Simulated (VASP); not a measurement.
Here is a VASP 6.6.1 calculation.

Contents of INCAR:

```
  PREC = Accurate
  ENCUT = 520
  EDIFF = 1E-6
  ISMEAR = 0
  SIGMA = 0.15
  LREAL = F
  LASPH = T
  NELM = 80
  ALGO = Normal
  ISIF = 2
  LWAVE = F
  LCHARG = F
  GGA = PE
  IVDW = 12
  NBANDS = 11
```

File KPOINTS:

```
Automatic mesh
0
Gamma
  24 24 14
```

File POSCAR:

```
Si
1.0
    2.6369973380      0.0000000000      0.0494437001
   -1.3184986690      2.2837066844     -0.0247218500
    0.0845435904      0.0000000000      4.5089914857
Si
2
Direct
    0.3333333333      0.6666666667      0.2500000000
    0.6666666667      0.3333333333      0.7500000000
```

Potentials or basis: VASP PAW PBE potentials, release 64 (Si).

Launch:

```bash
$ cat potpaw_PBE.64/Si/POTCAR > POTCAR
$ mpirun -np 1 vasp_std > vasp.out
```

(1) Predict the largest force.

(2) What does it give for the pressure?

(3) What does it give for the dispersion energy per atom?

Answers

(1) 0.009 eV/Å.

(2) 0.0 GPa.

(3) -0.458 eV.

Caveat: the cell differs from its parent crystal (strain +0.0375 x Voigt [0, 0, 0, 0, 1, 0]).
